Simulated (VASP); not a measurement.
# K (Pm-3m) in VASP: a series of runs

K is run at these levels: PBE; tasks: single point.

Program: VASP 6.6.1. These are calculated values, not measurements. Logs are shortened: lines on timing, memory, paths and dates and some standing lists are left out, and cuts for length are marked.

**1. The cell of the first run**

The structure is cubic, space group Pm-3m (No. 221). Conventional cell: a = 4.384 Å, b = 4.384 Å, c = 4.384 Å, α = 90.00°, β = 90.00°, γ = 90.00°. Within 5.7 Å of K (site symmetry m-3m) lie 6 K at 4.38 Å.

**2. Single point, PBE**

Contents of INCAR:

```
SYSTEM = K
ALGO = Normal ; EDIFF = 1E-6
ENCUT = 520 ; GGA = PE
ISIF = 2 ; ISMEAR = -1
LASPH = .True. ; LCHARG = .False.
LREAL = .False. ; LWAVE = .False.
NBANDS = 10 ; NELM = 60
PREC = Accurate ; SIGMA = 0.06122561905347299
```

Contents of KPOINTS:

```
k-points
0
Gamma
  13 13 13
  0 0 0
```

Contents of POSCAR:

```
K
1.0
    4.3836784567      0.0000000000      0.0000000000
    0.0000000000      4.3836784567      0.0000000000
    0.0000000000      0.0000000000      4.3836784567
K
1
Direct
    0.0000000000      0.0000000000      0.0000000000
```

Potentials or basis: VASP PAW PBE potentials, release 64 (K_sv).

Started as:

```bash
cat potpaw_PBE.64/K_sv/POTCAR > POTCAR
mpirun -np 1 vasp_std > vasp.out
```

OUTCAR:

```text
SYSTEM = K
   EDIFF = 1E-6
   ENCUT = 520
   GGA = PE
   ISIF = 2
   ISMEAR = -1
   LASPH = .True.
   LREAL = .False.
   NELM = 60
   PREC = Accurate

 ion  position               nearest neighbor table
   1  0.000  0.000  0.000-

  LATTYP: Found a simple cubic cell.
 ALAT       =     4.3836784567

  Lattice vectors:

 A1 = (   4.3836784567,   0.0000000000,   0.0000000000)
 A2 = (   0.0000000000,   4.3836784567,   0.0000000000)
 A3 = (   0.0000000000,   0.0000000000,   4.3836784567)

Analysis of symmetry for initial positions (statically):
=====================================================================
 Subroutine PRICEL returns:
 Original cell was already a primitive cell.

 Routine SETGRP: Setting up the symmetry group for a
 simple cubic supercell.

 Subroutine GETGRP returns: Found 48 space group operations
 (whereof 48 operations were pure point group operations)
 out of a pool of 48 trial point group operations.

The static configuration has the point symmetry O_h .

Analysis of symmetry for dynamics (positions and initial velocities):
=====================================================================
 Subroutine PRICEL returns:
 Original cell was already a primitive cell.

 Routine SETGRP: Setting up the symmetry group for a
 simple cubic supercell.

 Subroutine GETGRP returns: Found 48 space group operations
 (whereof 48 operations were pure point group operations)
 out of a pool of 48 trial point group operations.

The dynamic configuration has the point symmetry O_h .

 Subroutine INISYM returns: Found 48 space group operations
 (whereof 48 operations are pure point group operations),
 and found     1 'primitive' translations

----------------------------------------------------------------------------------------

                                     Primitive cell

  volume of cell :      84.2396

  direct lattice vectors                    reciprocal lattice vectors
     4.383678457  0.000000000  0.000000000     0.228118921  0.000000000  0.000000000
     0.000000000  4.383678457  0.000000000     0.000000000  0.228118921  0.000000000
     0.000000000  0.000000000  4.383678457     0.000000000  0.000000000  0.228118921

  length of vectors
     4.383678457  4.383678457  4.383678457     0.228118921  0.228118921  0.228118921

  position of ions in fractional coordinates (direct lattice)
     0.000000000  0.000000000  0.000000000

  ion indices of the primitive-cell ions
   primitive index   ion index
                 1           1

----------------------------------------------------------------------------------------

 KPOINTS: k-points

Automatic generation of k-mesh.
 Grid dimensions read from file:
 generate k-points for:   13   13   13

 Generating k-lattice:

  Cartesian coordinates                     Fractional coordinates (reciprocal lattice)
     0.017547609  0.000000000  0.000000000     0.076923077  0.000000000  0.000000000
     0.000000000  0.017547609  0.000000000     0.000000000  0.076923077  0.000000000
     0.000000000  0.000000000  0.017547609     0.000000000  0.000000000  0.076923077

  Length of vectors
     0.017547609  0.017547609  0.017547609

  Shift w.r.t. Gamma in fractional coordinates (k-lattice)
     0.000000000  0.000000000  0.000000000

 Subroutine IBZKPT returns following result:
 ===========================================

 Found     84 irreducible k-points:

 Following reciprocal coordinates:
            Coordinates               Weight
  0.000000  0.000000  0.000000      1.000000
  0.076923  0.000000  0.000000      6.000000
  0.153846  0.000000  0.000000      6.000000
  0.230769  0.000000  0.000000      6.000000
  0.307692  0.000000  0.000000      6.000000
  0.384615  0.000000  0.000000      6.000000
[... 16 lines left out ...]
  0.307692  0.307692  0.000000     12.000000
  0.384615  0.307692  0.000000     24.000000
 [... further k-points ...]
   k-points           NKPTS =     84   k-points in BZ     NKDIM =     84   number of bands    NBANDS=     10
   number of dos      NEDOS =    301   number of ions     NIONS =      1
   total plane-waves  NPLWV =  46656
   dimension x,y,z NGX =    36 NGY =   36 NGZ =   36
   dimension x,y,z NGXF=    72 NGYF=   72 NGZF=   72
   ions per type =               1
   NGX,Y,Z   is equivalent  to a cutoff of  13.65, 13.65, 13.65 a.u.
   NGXF,Y,Z  is equivalent  to a cutoff of  27.31, 27.31, 27.31 a.u.
 SYSTEM =  K
   PREC   = accura    normal or accurate (medium, high low for compatibility)
   ISTART =      0    job   : 0-new  1-cont  2-samecut
   ICHARG =      2    charge: 1-file 2-atom 10-const
   ISPIN  =      1    spin polarized calculation?
   LNONCOLLINEAR =      F non collinear calculations
   LSORBIT =      F    spin-orbit coupling
   LASPH  =      T    aspherical Exc in radial PAW
   ENCUT  =  520.0 eV  38.22 Ry    6.18 a.u.   8.15  8.15  8.15*2*pi/ulx,y,z
   NELM   =     60;   NELMIN=  2; NELMDL= -5     # of ELM steps
   EDIFF  = 0.1E-05   stopping-criterion for ELM
   LREAL  =      F    real-space projection
   EDIFFG = 0.1E-04   stopping-criterion for IOM
   NSW    =      0    number of steps for IOM
   IBRION =     -1    ionic relax: 0-MD 1-quasi-New 2-CG
   NFREE  =      0    steps in history (QN), initial steepest desc. (CG)
   ISIF   =      2    stress and relaxation
   ISYM   =      2    0-nonsym 1-usesym 2-fastsym
   POTIM  = 0.5000    time-step for ionic-motion
   TEBEG  =    0.0;   TEEND  =   0.0 temperature during run
   PSTRESS=    0.0 pullay stress
   NELECT =       9.0000    total number of electrons
   NUPDOWN=      -1.0000    fix difference up-down
   EMIN   =  10.00;   EMAX   =-10.00  energy-range for DOS
   EFERMI =   0.00;   METHOD = LEGACY
   ISMEAR =    -1;   SIGMA  =   0.06  broadening in eV -4-tet -1-fermi 0-gaus
   EFERMI_NEDOS =   21; number of points for ismear=-14 and -15
   IALGO  =     38    algorithm
   IMIX   =      4    mixing-type and parameters
     AMIX     =   0.40;   BMIX     =  1.00
     AMIX_MAG =   1.60;   BMIX_MAG =  1.00
  volume/ion in A,a.u.               =      84.24       568.48
  Fermi-wavevector in a.u.,A,eV,Ry     =   0.776814  1.467965  8.210297  0.603440
  Thomas-Fermi vector in A             =   1.879370
   LORBIT       =      0    0 simple, 1 ext, 2 COOP (PROOUT), +10 PAW based schemes
   GGA     = PE    functional components
   LHFCALC =     F    Hartree Fock is set to
   AEXX    =    0.0000 exact exchange contribution
   IVDW    =     0    specifies the selected vdW correction
   LEPSILON=     F    determine dielectric tensor
   LRPA    =     F    only Hartree local field effects (RPA)
 non-spin polarized calculation
  energy-cutoff  :      520.00
  volume of cell :       84.24
 maximum number of plane-waves:      2301
 NGX is ok and might be reduce to    36
   NGX = 17   NGY = 17   NGZ = 17

 number of electron       9.0000001 magnetization

 Free energy of the ion-electron system (eV)
  ---------------------------------------------------
  ext. energy  EPLUGINS =         0.00000000
  ---------------------------------------------------
  free energy    TOTEN  =        -0.94490800 eV

  energy without entropy =       -0.93431797  energy(sigma->0) =       -0.93961299

 E-fermi :  -0.3675     XC(G=0):  -5.3235

 val. band max:       -0.4140639495   @ k =   0.4615   0.1538   0.0000
 cond. band min:      -0.3659569451   @ k =   0.4615   0.1538   0.0769
 fundamental gap:      0.0481070044
 Fermi energy:        -0.3675026947

 k-point     1 :       0.0000    0.0000    0.0000
  band No.  band energies     occupation
      1     -32.7345      2.00000
      2     -16.1804      2.00000
      3     -16.1804      2.00000
      4     -16.1804      2.00000
      5      -2.3513      2.00000
      6       2.5084      0.00000
      7       2.5084      0.00000
      8       5.6573      0.00000
      9       5.6575      0.00000
     10       5.6923      0.00000

 k-point     2 :       0.0769    0.0000    0.0000
  band No.  band energies     occupation
      1     -32.7343      2.00000
      2     -16.1844      2.00000
      3     -16.1800      2.00000
      4     -16.1800      2.00000
      5      -2.2987      2.00000
      6       2.4478      0.00000
      7       2.5352      0.00000
      8       5.3148      0.00000
      9       5.3149      0.00000
     10       5.4954      0.00000

 k-point     3 :       0.1538    0.0000    0.0000
  band No.  band energies     occupation
      1     -32.7338      2.00000
      2     -16.1956      2.00000
      3     -16.1791      2.00000
      4     -16.1791      2.00000
      5      -2.1424      2.00000
      6       2.2272      0.00000
      7       2.6127      0.00000
      8       4.9746      0.00000
      9       4.9746      0.00000
     10       5.1825      0.00000

 k-point     4 :       0.2308    0.0000    0.0000
  band No.  band energies     occupation
      1     -32.7331      2.00000
      2     -16.2114      2.00000
      3     -16.1778      2.00000
      4     -16.1778      2.00000
      5      -1.8867      2.00000
      6       1.8050      0.00000
      7       2.7309      0.00000
      8       4.6843      0.00000
      9       4.6843      0.00000
     10       5.1266      0.00000
[... 222 lines left out ...]
 k-point    22 :       0.4615    0.2308    0.0000
  band No.  band energies     occupation
      1     -32.7299      2.00000
      2     -16.2458      2.00000
      3     -16.2045      2.00000
      4     -16.1720      2.00000
      5      -0.1840      0.09506
      6       0.3691      0.00001
      7       2.8989      0.00000
      8       3.2001      0.00000
      9       4.3844      0.00000
     10       5.1334      0.00000

 k-point    23 :       0.3077    0.3077    0.0000
  band No.  band energies     occupation
      1     -32.7301      2.00000
      2     -16.2236      2.00000
      3     -16.2222      2.00000
      4     -16.1725      2.00000
      5      -0.7672      1.99708
      6       1.7380      0.00000
      7       1.8978      0.00000
      8       3.4664      0.00000
      9       4.5971      0.00000
     10       4.9151      0.00000

 k-point    24 :       0.3846    0.3077    0.0000
  band No.  band energies     occupation
      1     -32.7295      2.00000
      2     -16.2363      2.00000
      3     -16.2214      2.00000
      4     -16.1713      2.00000
      5      -0.3613      0.94976
      6       1.2170      0.00000
      7       2.1398      0.00000
      8       3.2088      0.00000
      9       4.5423      0.00000
     10       4.8772      0.00000

 [... further k-points ...]
[... 5 lines left out ...]
  --------------------------------------------------------------------------------------
  -------------------------------------------------------------------------------------
  Total       -0.0824441     -0.0824441     -0.0824441      0.0000000      0.0000000     -0.0000000
  in kB       -1.5680291     -1.5680291     -1.5680291      0.0000000      0.0000000     -0.0000000
  external PRESSURE =      -1.5680291 kB  Pullay stress =       0.0000000 kB

 VOLUME and BASIS-vectors are now :
 -----------------------------------------------------------------------------
  energy-cutoff  :      520.00
  volume of cell :       84.24
      direct lattice vectors                 reciprocal lattice vectors
     4.383678457  0.000000000  0.000000000     0.228118921  0.000000000  0.000000000
     0.000000000  4.383678457  0.000000000     0.000000000  0.228118921  0.000000000
     0.000000000  0.000000000  4.383678457     0.000000000  0.000000000  0.228118921

 POSITION                                       TOTAL-FORCE (eV/Angst)
 -----------------------------------------------------------------------------------
      0.00000      0.00000      0.00000         0.000000      0.000000      0.000000
 -----------------------------------------------------------------------------------
    total drift:                                0.000000      0.000000     -0.000000

  FREE ENERGIE OF THE ION-ELECTRON SYSTEM (eV)
  ---------------------------------------------------
  free  energy   TOTEN  =        -0.9449080045 eV

  energy  without entropy=       -0.9343179678  energy(sigma->0) =       -0.93961299
```

Wall time 25 s (1 thread of Intel Xeon Platinum 8488C (Sapphire Rapids), shared host); peak memory 0.23 GiB.

What came out:

```yaml
Free_energy: -0.9449 eV
Pressure: -0.2 GPa
```

(Continued in part 2 of 2.)
